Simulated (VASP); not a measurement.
Write the native input for VASP 6.6.1 that does the following.

* Task: single point
* Functional: PBEsol
* Potentials or basis: VASP PAW PBE potentials, release 64 (C)
* Cutoff: 520 eV
* k mesh: 9 × 9 × 8
* Occupations: gaussian, width 0.1 eV
* Spin: no spin polarisation
* Dipole correction: no
* Further INCAR settings: ALGO = Normal; EDIFF = 1e-06; NBANDS = 8

The structure of C lies in POSCAR:

```
C
1.0
    2.3928760052      0.0000000000      0.0000000000
   -1.1964380026      2.0722914086      0.0000000000
    0.0000000000      0.0000000000      2.2358435174
C
1
Direct
    0.0000000000      0.0000000000      0.0000000000
```

The input as run:

INCAR

```
PREC     = Accurate       # precision mode
ENCUT    = 520            # plane-wave cutoff, eV
EDIFF    = 1E-6           # SCF threshold, eV
ISMEAR   = 0              # smearing method
SIGMA    = 0.1            # smearing width, eV
LREAL    = False          # projectors in reciprocal space
LASPH    = True           # aspherical terms in the spheres
NELM     = 80             # most SCF steps
ALGO     = Normal         # electronic algorithm
ISIF     = 2              # what is computed and relaxed
LWAVE    = False          # write WAVECAR
LCHARG   = True           # write CHGCAR
GGA      = PS             # functional
LELF     = True           # ELF
LVHAR    = True         
NBANDS   = 8              # bands
```

KPOINTS

```
regular mesh
0
Gamma
  9 9 8
```

Potentials or basis: VASP PAW PBE potentials, release 64 (C).

Run with:

```bash
$ cat potpaw_PBE.64/C/POTCAR > POTCAR
$ mpirun -np 1 vasp_std > vasp.out
```

It gave:

| Item | Value |
| --- | --- |
| Pressure | -44.9 GPa |
| Band gap on the k mesh | zero (band 2 reaches 7.61 eV, above the bottom of band 3 at -0.35 eV) |

Caveat: the PAW data sets were made with another functional, which shifts forces and pressure a little.

It took 5.4 s on 1 thread of Intel Xeon 8259CL, with other jobs on the host, peak memory 0.11 GiB.
